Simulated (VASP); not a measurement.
# CoSi2 (Fm-3m) in VASP: further runs

CoSi2 is run at these levels: PBE+D3(BJ); tasks: single point, relaxation of cell and atoms.

Everything below comes from runs of VASP 6.6.1. Logs are shortened: lines on timing, memory, paths and dates and some standing lists are left out, and cuts for length are marked.

### Step 1. The cell of the first run

Symmetry: Fm-3m, No. 225, cubic system. Conventional cell: a = 5.304 Å, b = 5.304 Å, c = 5.304 Å, α = 90.00°, β = 90.00°, γ = 90.00°. Within 3.0 Å of Co (site symmetry m-3m) lie 8 Si at 2.30 Å. Si (site symmetry -43m) has 4 Co at 2.30 Å and 6 Si at 2.65 Å within 3.0 Å.

### Step 2. Single point, PBE+D3(BJ)

Contents of INCAR:

```
ALGO = Normal
EDIFF = 1E-6
ENCUT = 600
GGA = PE
GGA_COMPAT = False
ISIF = 2
ISMEAR = 0
IVDW = 12
LASPH = True
LCHARG = False
LREAL = False
LWAVE = False
NBANDS = 16
NELM = 120
PREC = Accurate
SIGMA = 0.1
```

Contents of KPOINTS:

```
k-points
0
Gamma
  14 14 14
```

Contents of POSCAR:

```
CoSi2
1.0
    0.0000000000      2.6520857520      2.6520857520
    2.6520857520      0.0000000000      2.6520857520
    2.6520857520      2.6520857520      0.0000000000
Co Si
1 2
Direct
    0.0000000000      0.0000000000      0.0000000000
    0.2500000000      0.2500000000      0.2500000000
    0.7500000000      0.7500000000      0.7500000000
```

Potentials or basis: VASP PAW PBE potentials, release 64 (Co, Si).

On the command line:

```bash
cat potpaw_PBE.64/Co/POTCAR potpaw_PBE.64/Si/POTCAR > POTCAR
mpirun -np 1 vasp_std > vasp.out
```

OUTCAR:

```text
EDIFF = 1E-6
   ENCUT = 600
   GGA = PE
   ISIF = 2
   ISMEAR = 0
   IVDW = 12
   LASPH = True
   LREAL = False
   NELM = 120
   PREC = Accurate
 IVDW          = 12

 ion  position               nearest neighbor table
   1  0.000  0.000  0.000-   2 2.30   3 2.30   3 2.30   3 2.30   3 2.30   2 2.30   2 2.30   2 2.30

   2  0.250  0.250  0.250-   1 2.30   1 2.30   1 2.30   1 2.30   3 2.65   3 2.65   3 2.65   3 2.65
                             3 2.65   3 2.65
   3  0.750  0.750  0.750-   1 2.30   1 2.30   1 2.30   1 2.30   2 2.65   2 2.65   2 2.65   2 2.65
                             2 2.65   2 2.65

  LATTYP: Found a face centered cubic cell.
 ALAT       =     5.3041715040

  Lattice vectors:

 A1 = (   0.0000000000,   2.6520857520,   2.6520857520)
 A2 = (   2.6520857520,   0.0000000000,   2.6520857520)
 A3 = (   2.6520857520,   2.6520857520,   0.0000000000)

Analysis of symmetry for initial positions (statically):
=====================================================================
 Subroutine PRICEL returns:
 Original cell was already a primitive cell.

 Routine SETGRP: Setting up the symmetry group for a
 face centered cubic supercell.

 Subroutine GETGRP returns: Found 48 space group operations
 (whereof 48 operations were pure point group operations)
 out of a pool of 48 trial point group operations.

The static configuration has the point symmetry O_h .

Analysis of symmetry for dynamics (positions and initial velocities):
=====================================================================
 Subroutine PRICEL returns:
 Original cell was already a primitive cell.

 Routine SETGRP: Setting up the symmetry group for a
 face centered cubic supercell.

 Subroutine GETGRP returns: Found 48 space group operations
 (whereof 48 operations were pure point group operations)
 out of a pool of 48 trial point group operations.

The dynamic configuration has the point symmetry O_h .

 Subroutine INISYM returns: Found 48 space group operations
 (whereof 48 operations are pure point group operations),
 and found     1 'primitive' translations

----------------------------------------------------------------------------------------

                                     Primitive cell

  volume of cell :      37.3072

  direct lattice vectors                    reciprocal lattice vectors
     0.000000000  2.652085752  2.652085752    -0.188530857  0.188530857  0.188530857
     2.652085752  0.000000000  2.652085752     0.188530857 -0.188530857  0.188530857
     2.652085752  2.652085752  0.000000000     0.188530857  0.188530857 -0.188530857

  length of vectors
     3.750615639  3.750615639  3.750615639     0.326545023  0.326545023  0.326545023

  position of ions in fractional coordinates (direct lattice)
     0.000000000  0.000000000  0.000000000
     0.250000000  0.250000000  0.250000000
     0.750000000  0.750000000  0.750000000

  ion indices of the primitive-cell ions
   primitive index   ion index
                 1           1
                 2           2
                 3           3

----------------------------------------------------------------------------------------

 KPOINTS: k-points

Automatic generation of k-mesh.
 Grid dimensions read from file:
 generate k-points for:   14   14   14

 Generating k-lattice:

  Cartesian coordinates                     Fractional coordinates (reciprocal lattice)
    -0.013466490  0.013466490  0.013466490     0.071428571  0.000000000  0.000000000
     0.013466490 -0.013466490  0.013466490     0.000000000  0.071428571  0.000000000
     0.013466490  0.013466490 -0.013466490     0.000000000  0.000000000  0.071428571

  Length of vectors
     0.023324645  0.023324645  0.023324645

  Shift w.r.t. Gamma in fractional coordinates (k-lattice)
     0.000000000  0.000000000  0.000000000

 Subroutine IBZKPT returns following result:
 ===========================================

 Found    104 irreducible k-points:

 Following reciprocal coordinates:
            Coordinates               Weight
  0.000000  0.000000  0.000000      1.000000
  0.071429  0.000000  0.000000      8.000000
  0.142857  0.000000  0.000000      8.000000
  0.214286  0.000000  0.000000      8.000000
  0.285714  0.000000  0.000000      8.000000
  0.357143  0.000000  0.000000      8.000000
[... 16 lines left out ...]
  0.214286  0.142857  0.000000     24.000000
  0.285714  0.142857  0.000000     24.000000
 [... further k-points ...]
   k-points           NKPTS =    104   k-points in BZ     NKDIM =    104   number of bands    NBANDS=     16
   number of dos      NEDOS =    301   number of ions     NIONS =      3
   total plane-waves  NPLWV =  27000
   dimension x,y,z NGX =    30 NGY =   30 NGZ =   30
   dimension x,y,z NGXF=    60 NGYF=   60 NGZF=   60
   ions per type =               1   2
   NGX,Y,Z   is equivalent  to a cutoff of  13.30, 13.30, 13.30 a.u.
   NGXF,Y,Z  is equivalent  to a cutoff of  26.59, 26.59, 26.59 a.u.
 SYSTEM =  unknown system
   PREC   = accura    normal or accurate (medium, high low for compatibility)
   ISTART =      0    job   : 0-new  1-cont  2-samecut
   ICHARG =      2    charge: 1-file 2-atom 10-const
   ISPIN  =      1    spin polarized calculation?
   LNONCOLLINEAR =      F non collinear calculations
   LSORBIT =      F    spin-orbit coupling
   LASPH  =      T    aspherical Exc in radial PAW
   ENCUT  =  600.0 eV  44.10 Ry    6.64 a.u.   7.49  7.49  7.49*2*pi/ulx,y,z
   NELM   =    120;   NELMIN=  2; NELMDL= -5     # of ELM steps
   EDIFF  = 0.1E-05   stopping-criterion for ELM
   LREAL  =      F    real-space projection
   EDIFFG = 0.1E-04   stopping-criterion for IOM
   NSW    =      0    number of steps for IOM
   IBRION =     -1    ionic relax: 0-MD 1-quasi-New 2-CG
   NFREE  =      0    steps in history (QN), initial steepest desc. (CG)
   ISIF   =      2    stress and relaxation
   ISYM   =      2    0-nonsym 1-usesym 2-fastsym
   POTIM  = 0.5000    time-step for ionic-motion
   TEBEG  =    0.0;   TEEND  =   0.0 temperature during run
   PSTRESS=    0.0 pullay stress
   NELECT =      17.0000    total number of electrons
   NUPDOWN=      -1.0000    fix difference up-down
   EMIN   =  10.00;   EMAX   =-10.00  energy-range for DOS
   EFERMI =   0.00;   METHOD = LEGACY
   ISMEAR =     0;   SIGMA  =   0.10  broadening in eV -4-tet -1-fermi 0-gaus
   EFERMI_NEDOS =   21; number of points for ismear=-14 and -15
   IALGO  =     38    algorithm
   IMIX   =      4    mixing-type and parameters
     AMIX     =   0.40;   BMIX     =  1.00
     AMIX_MAG =   1.60;   BMIX_MAG =  1.00
  volume/ion in A,a.u.               =      12.44        83.92
  Fermi-wavevector in a.u.,A,eV,Ry     =   1.259777  2.380633 21.592954  1.587037
  Thomas-Fermi vector in A             =   2.393320
   LORBIT       =      0    0 simple, 1 ext, 2 COOP (PROOUT), +10 PAW based schemes
   GGA     = PE    functional components
   LHFCALC =     F    Hartree Fock is set to
   AEXX    =    0.0000 exact exchange contribution
   IVDW    =    12    specifies the selected vdW correction
   LEPSILON=     F    determine dielectric tensor
   LRPA    =     F    only Hartree local field effects (RPA)
 non-spin polarized calculation
 Gauss-broadening in eV      SIGMA  =   0.10
  energy-cutoff  :      600.00
  volume of cell :       37.31
 maximum number of plane-waves:      1267
 NGX is ok and might be reduce to    30
   NGX = 15   NGY = 15   NGZ = 15

 number of electron      17.0000000 magnetization

 Free energy of the ion-electron system (eV)
  ---------------------------------------------------
  ext. energy  EPLUGINS =         0.00000000
  ---------------------------------------------------
  free energy    TOTEN  =       -19.27675214 eV

  energy without entropy =      -19.27169718  energy(sigma->0) =      -19.27422466

 E-fermi :  10.5040     XC(G=0): -11.8810

 val. band max:       10.5040083903   @ k =   0.4286   0.2143   0.0714
 cond. band min:      10.5141689202   @ k =   0.3571   0.0714   0.0000
 fundamental gap:      0.0101605299
 Fermi energy:        10.5040480625

 k-point     1 :       0.0000    0.0000    0.0000
  band No.  band energies     occupation
      1      -2.8614      2.00000
      2       6.2811      2.00000
      3       6.2811      2.00000
      4       6.2811      2.00000
      5       8.4858      2.00000
      6       8.4858      2.00000
[... 8 lines left out ...]
     15      16.2865      0.00000
     16      16.2865      0.00000

 k-point     2 :       0.0714    0.0000    0.0000
  band No.  band energies     occupation
      1      -2.7822      2.00000
      2       6.0938      2.00000
      3       6.3096      2.00000
      4       6.3096      2.00000
      5       8.4613      2.00000
      6       8.4613      2.00000
[... 8 lines left out ...]
     15      15.9916      0.00000
     16      16.1398      0.00000

 k-point     3 :       0.1429    0.0000    0.0000
  band No.  band energies     occupation
      1      -2.5454      2.00000
      2       5.5763      2.00000
      3       6.3898      2.00000
      4       6.3898      2.00000
      5       8.4024      2.00000
      6       8.4024      2.00000
[... 8 lines left out ...]
     15      15.8891      0.00000
     16      16.5670      0.00000

 k-point     4 :       0.2143    0.0000    0.0000
  band No.  band energies     occupation
      1      -2.1547      2.00000
      2       4.8139      2.00000
      3       6.5046      2.00000
      4       6.5046      2.00000
      5       8.3494      2.00000
      6       8.3494      2.00000
[... 8 lines left out ...]
     15      16.7166      0.00000
     16      17.6565      0.00000

 k-point     5 :       0.2857    0.0000    0.0000
  band No.  band energies     occupation
      1      -1.6161      2.00000
      2       3.8860      2.00000
      3       6.6240      2.00000
      4       6.6240      2.00000
      5       8.3559      2.00000
      6       8.3559      2.00000
[... 8 lines left out ...]
     15      17.7938      0.00000
     16      18.6973      0.00000

 k-point     6 :       0.3571    0.0000    0.0000
  band No.  band energies     occupation
      1      -0.9405      2.00000
      2       2.8708      2.00000
      3       6.7146      2.00000
      4       6.7146      2.00000
      5       8.4649      2.00000
      6       8.4649      2.00000
[... 8 lines left out ...]
     15      18.9923      0.00000
     16      19.7999      0.00000
[... 267 lines left out ...]
 k-point    21 :      -0.0714    0.0714    0.0000
  band No.  band energies     occupation
      1      -2.6504      2.00000
      2       5.8435      2.00000
      3       6.2795      2.00000
      4       6.3906      2.00000
      5       8.3613      2.00000
      6       8.4841      2.00000
[... 8 lines left out ...]
     15      16.2012      0.00000
     16      16.5399      0.00000

 k-point    22 :       0.1429    0.1429    0.0000
  band No.  band energies     occupation
      1      -2.4401      2.00000
      2       5.6680      2.00000
      3       6.3063      2.00000
      4       6.3063      2.00000
      5       8.0711      2.00000
      6       8.5937      2.00000
[... 8 lines left out ...]
     15      17.0358      0.00000
     16      17.0358      0.00000

 k-point    23 :       0.2143    0.1429    0.0000
  band No.  band energies     occupation
      1      -2.1533      2.00000
      2       5.2381      2.00000
      3       6.3462      2.00000
      4       6.3864      2.00000
      5       7.8432      2.00000
      6       8.6332      2.00000
[... 8 lines left out ...]
     15      17.9234      0.00000
     16      18.0567      0.00000

 k-point    24 :       0.2857    0.1429    0.0000
  band No.  band energies     occupation
      1      -1.7153      2.00000
      2       4.5434      2.00000
      3       6.4262      2.00000
      4       6.4998      2.00000
      5       7.6460      2.00000
      6       8.6733      2.00000
[... 8 lines left out ...]
     15      18.9409      0.00000
     16      19.2375      0.00000

 [... further k-points ...]

------------------------ aborting loop because EDIFF is reached ----------------------------------------

 Edisp (eV)   -1.36690

 E8    (eV) :    -0.5755

  FORCE on cell =-STRESS in cart. coord.  units (eV):
  Direction    XX          YY          ZZ          XY          YZ          ZX
  --------------------------------------------------------------------------------------
  -------------------------------------------------------------------------------------
  Total      -0.04170    -0.04170    -0.04170     0.00000     0.00000     0.00000
  in kB      -1.79092    -1.79092    -1.79092     0.00000     0.00000     0.00000
  external pressure =       -1.79 kB  Pullay stress =        0.00 kB

 VOLUME and BASIS-vectors are now :
 -----------------------------------------------------------------------------
  energy-cutoff  :      600.00
  volume of cell :       37.31
      direct lattice vectors                 reciprocal lattice vectors
     0.000000000  2.652085752  2.652085752    -0.188530857  0.188530857  0.188530857
     2.652085752  0.000000000  2.652085752     0.188530857 -0.188530857  0.188530857
     2.652085752  2.652085752  0.000000000     0.188530857  0.188530857 -0.188530857

 POSITION                                       TOTAL-FORCE (eV/Angst)
 -----------------------------------------------------------------------------------
      0.00000      0.00000      0.00000         0.000000      0.000000      0.000000
      1.32604      1.32604      1.32604        -0.000000     -0.000000     -0.000000
      3.97813      3.97813      3.97813         0.000000      0.000000      0.000000
 -----------------------------------------------------------------------------------
    total drift:                                0.000000     -0.000000     -0.000000

  FREE ENERGIE OF THE ION-ELECTRON SYSTEM (eV)
  ---------------------------------------------------
  free  energy   TOTEN  =       -20.6436566614 eV

  energy  without entropy=      -20.6386017079  energy(sigma->0) =      -20.64112918
```

Wall time 82 s (1 thread of Intel Xeon Platinum 8259CL at 2.50GHz (Skylake/Cascade Lake), shared host); peak memory 0.23 GiB.

What came out:

| Quantity | Value |
| --- | --- |
| Free energy | -20.6437 eV |
| Pressure | -0.2 GPa |
| Band gap on the k mesh | zero (an odd number of electrons rules out a gap without spin polarisation) |
| Dispersion energy per atom | -0.456 eV |

Levels at points of the mesh, in eV from the Fermi level:
```csv
k point,band 6,band 7,band 8,band 9,band 10,band 11,band 12,band 13
"(0.00, 0.00, 0.00)",-2.02,1.04,3.44,3.44,3.44,3.51,3.51,3.51
"(0.50, 0.00, 0.00)",-1.72,-1.72,-0.50,-0.50,2.78,3.48,3.48,4.59
"(0.50, 0.50, 0.00)",-2.05,-2.05,-2.01,-1.41,1.68,2.93,8.57,9.87
```

Caveat: the run has no spin polarisation, though such a crystal can be magnetic.

### Step 3. Relaxation of cell and atoms, PBE+D3(BJ)

This run uses another cell than the first one, of 12.83 Å³/atom.

Contents of INCAR:

```
SYSTEM = CoSi2
ALGO = Normal
EDIFF = 1E-7
EDIFFG = -0.005
ENCUT = 600
GGA = PE
GGA_COMPAT = .False.
IBRION = 2
ISIF = 3
ISMEAR = 0
IVDW = 12
LASPH = .True.
LCHARG = .False.
LREAL = .False.
LWAVE = .False.
NELM = 120
NELMIN = 4
NSW = 70
PREC = Accurate
SIGMA = 0.1
```

Contents of KPOINTS:

```
k-points
0
Gamma
  14 14 14
  0 0 0
```

Contents of POSCAR:

```
CoSi2
1.0
    0.0000000000      2.6799219270      2.6799219270
    2.6799219270      0.0000000000      2.6799219270
    2.6799219270      2.6799219270      0.0000000000
Co Si
1 2
Direct
    0.0000000000      0.0000000000      0.0000000000
    0.2500000000      0.2500000000      0.2500000000
    0.7500000000      0.7500000000      0.7500000000
```

Potentials or basis: VASP PAW PBE potentials, release 64 (Co, Si).

On the command line:

```bash
cat potpaw_PBE.64/Co/POTCAR potpaw_PBE.64/Si/POTCAR > POTCAR
mpirun -np 1 vasp_std > vasp.out
```

Wall time 2.6 min (1 thread of Intel Xeon Platinum 8259CL at 2.50GHz (Skylake/Cascade Lake), shared host); peak memory 0.23 GiB.

The run converged. Its results:

| Property | Result |
| --- | --- |
| Free energy | -20.6439 eV |
| Relaxed volume | 12.42 Å³/atom |
| Relaxed cell | a = 3.749 Å, b = 3.749 Å, c = 3.749 Å, α = 60.00°, β = 60.00°, γ = 60.00° |
| Space group after relaxing (to 0.1 Å) | Fm-3m (No. 225) |
| Energy gained by relaxing | 7.7 meV/atom |
| Ionic steps | 3 |
| Pressure after relaxing | 0.0 GPa |
| Band gap on the k mesh | zero (an odd number of electrons rules out a gap without spin polarisation) |
| Dispersion energy per atom | -0.456 eV |

The path:
| step | energy change (eV) | largest force (eV/Å) | pressure (GPa) | volume (Å³) |
| --- | --- | --- | --- | --- |
| 1 | 0.0000 | 0.0000 | -5.85 | 38.49 |
| 2 | 0.0074 | 0.0000 | 7.66 | 35.94 |
| 3 | -0.0232 | 0.0000 | -0.02 | 37.27 |

Final structure:
```
Co Si
1.0
     0.00000    2.65129    2.65129
     2.65129    0.00000    2.65129
     2.65129    2.65129    0.00000
Co Si
1 2
Cartesian
  0.0000 0.0000 0.0000
  1.3256 1.3256 1.3256
  3.9769 3.9769 3.9769
```

Levels at points of the mesh, in eV from the Fermi level:
| k point | band 7 | band 8 | band 9 | band 10 | band 11 | band 12 |
| --- | --- | --- | --- | --- | --- | --- |
| (0.00, 0.00, 0.00) | 1.05 | 3.44 | 3.44 | 3.44 | 3.52 | 3.52 |
| (0.50, 0.00, 0.00) | -1.72 | -0.50 | -0.50 | 2.78 | 3.49 | 3.49 |
| (0.50, 0.50, 0.00) | -2.05 | -2.01 | -1.41 | 1.68 | 2.93 | 8.57 |

Caveat: the run has no spin polarisation, though such a crystal can be magnetic. Spin polarisation is off, so any magnetic state and its effect on volume and gap are missing.

The gap in the log of VASP goes by the Fermi energy; the results here count the filled bands.